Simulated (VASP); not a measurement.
Wanted: the native input for a VASP 6.6.1 run.

| Quantity | Value |
| --- | --- |
| Task | single point |
| Functional | r2SCAN |
| Potentials or basis | VASP PAW PBE potentials, release 64 (Ir_sv_GW) |
| Cutoff | 550 eV |
| k mesh | 12 × 12 × 12 |
| Occupations | fermi-dirac, width 0.05 eV |
| Spin | no spin polarisation |
| Dipole correction | no |
| Second run | valence_matched |
| Further INCAR settings | ALGO = Normal; EDIFF = 1e-06; NBANDS = 14 |

The system is Ir.

```
Ir
1.0
     0.00000    1.88971    1.88971
     1.88971    0.00000    1.88971
     1.88971    1.88971    0.00000
Ir
1
Direct
  0.00000 0.00000 0.00000
```

The input as run:

POSCAR

```
Ir
1.0
    0.0000000000      1.8897103398      1.8897103398
    1.8897103398      0.0000000000      1.8897103398
    1.8897103398      1.8897103398      0.0000000000
Ir
1
Direct
    0.0000000000      0.0000000000      0.0000000000
```

INCAR.step1

```
SYSTEM = Ir
PREC = Accurate
ENCUT = 550
ISMEAR = -1
SIGMA = 0.05
LREAL = .False.
LASPH = .True.
NELM = 120
NBANDS = 14
GGA = PE
ALGO = Normal
EDIFF = 1E-5
LWAVE = .True.
LCHARG = .False.
GGA_COMPAT = .False.
```

INCAR.step2

```
SYSTEM = Ir
PREC = Accurate
ENCUT = 550
EDIFF = 1E-6
ISMEAR = -1
SIGMA = 0.05
LREAL = .False.
LASPH = .True.
NELM = 120
ALGO = Normal
ISIF = 2
LWAVE = .False.
LCHARG = .False.
METAGGA = R2SCAN
LMIXTAU = .True.
NBANDS = 14
ISTART = 1
GGA_COMPAT = .False.
```

KPOINTS

```
Automatic mesh
0
Gamma
  12 12 12
  0 0 0
```

Potentials or basis: VASP PAW PBE potentials, release 64 (Ir_sv_GW).

Launch:

```sh
$ cat potpaw_PBE.64/Ir_sv_GW/POTCAR > POTCAR
$ cp INCAR.step1 INCAR
$ mpirun -np 1 vasp_std > vasp.out
$ cp INCAR.step2 INCAR
$ mpirun -np 1 vasp_std > vasp.out
```

Results of the run:

- Pressure: 19.2 GPa

Caveat: the PAW data sets were made with another functional, which shifts forces and pressure a little.

Wall time 50 s on 1 thread of Intel(R) Xeon(R) Platinum 8259CL CPU @ 2.50GHz (Skylake/Cascade Lake), with other jobs on the host, peak memory 0.14 GiB.
